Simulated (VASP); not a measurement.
Ti, 1 atom in the cell. Symmetry: Fm-3m, No. 225, cubic system. The conventional cell has a = 3.766 Å, b = 3.766 Å, c = 3.766 Å, α = 90.00°, β = 90.00°, γ = 90.00°. Within 3.5 Å of Ti (site symmetry m-3m) lie 12 Ti at 2.66 Å. This isn't the form of Ti at room conditions, which is hcp.

```yaml
Program: VASP 6.6.1
Task: single point
Functional: LDA
Potentials_or_basis: VASP PAW LDA potentials, release 64 (Ti_sv)
Cutoff: 500 eV
k_mesh: 18 × 18 × 18
Occupations: methfessel-paxton, width 0.05 eV
Spin: no spin polarisation
Dipole_correction: no
Further_INCAR_settings: ALGO = Normal; EDIFF = 1e-06; NBANDS = 12
```

Potentials or basis: VASP PAW LDA potentials, release 64 (Ti_sv).

The run is started by

```bash
$ cat potpaw_LDA.64/Ti_sv/POTCAR > POTCAR
$ mpirun -np 1 vasp_std > vasp.out
```

Hardware: 1 thread of AMD EPYC 7571, on a shared host.

Problem. How long does it take, and how much memory?

Solution. Wall time 72 s on 1 thread of AMD EPYC 7571, on a shared host, peak memory 0.1 GiB. Counts: scf iterations 12, k points 195.
